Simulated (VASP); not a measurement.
Wanted: the native input for a VASP 6.6.1 run.

```
Task                   : single point
Functional             : PBE
Potentials or basis    : VASP PAW PBE potentials, release 64 (Ti_sv, Te)
Cutoff                 : 500 eV
k mesh                 : 15 × 15 × 8
Occupations            : gaussian, width 0.1 eV
Spin                   : no spin polarisation
Dipole correction      : no
Further INCAR settings : ALGO = Normal; EDIFF = 1e-06; NBANDS = 19
```

The structure of TiTe2 lies in POSCAR:

```
TiTe2
1.0
    3.9362392450      0.0000000000      0.0000000000
   -1.9681196225      3.4088831816      0.0000000000
    0.0000000000      0.0000000000      6.8694256800
Ti Te
1 2
Direct
    0.0000000000      0.0000000000      0.0000000000
    0.6666666667      0.3333333333      0.2741088169
    0.3333333333      0.6666666667      0.7258911831
```

This cell differs from its parent crystal: strained.

The input as run:

INCAR

```
PREC     = Accurate       # precision mode
ENCUT    = 500            # plane-wave cutoff, eV
EDIFF    = 1E-6           # SCF threshold, eV
ISMEAR   = 0              # smearing method
SIGMA    = 0.1            # smearing width, eV
LREAL    = F              # projectors in reciprocal space
LASPH    = T              # aspherical terms in the spheres
NELM     = 120            # most SCF steps
ALGO     = Normal         # electronic algorithm
ISIF     = 2              # what is computed and relaxed
LWAVE    = F              # write WAVECAR
LCHARG   = F              # write CHGCAR
GGA      = PE             # functional
NBANDS   = 19             # bands
GGA_COMPAT= F
```

KPOINTS

```
regular mesh
0
Gamma
  15 15 8
```

Potentials or basis: VASP PAW PBE potentials, release 64 (Ti_sv, Te).

The run is started by

```bash
$ cat potpaw_PBE.64/Ti_sv/POTCAR potpaw_PBE.64/Te/POTCAR > POTCAR
$ mpirun -np 1 vasp_std > vasp.out
```

It gave:

The pressure is -7.4 GPa, the largest force is 1.457 eV/Å and the band gap on the k mesh is zero (bands 12 and 13 overlap by 0.54 eV).

Caveat: the cell differs from its parent crystal (strained); the cell stands under tension; spin-orbit coupling is left out, which moves the levels of the heavy elements; this functional lacks dispersion, which binds the layers, so the pressure and a relaxed spacing across them are unreliable; forces of over 1 eV/Å act on the atoms, so gaps and moduli don't describe the material at rest.

Wall time 9 min on 1 thread of Intel Xeon 8259CL (shared host), peak memory 0.44 GiB.
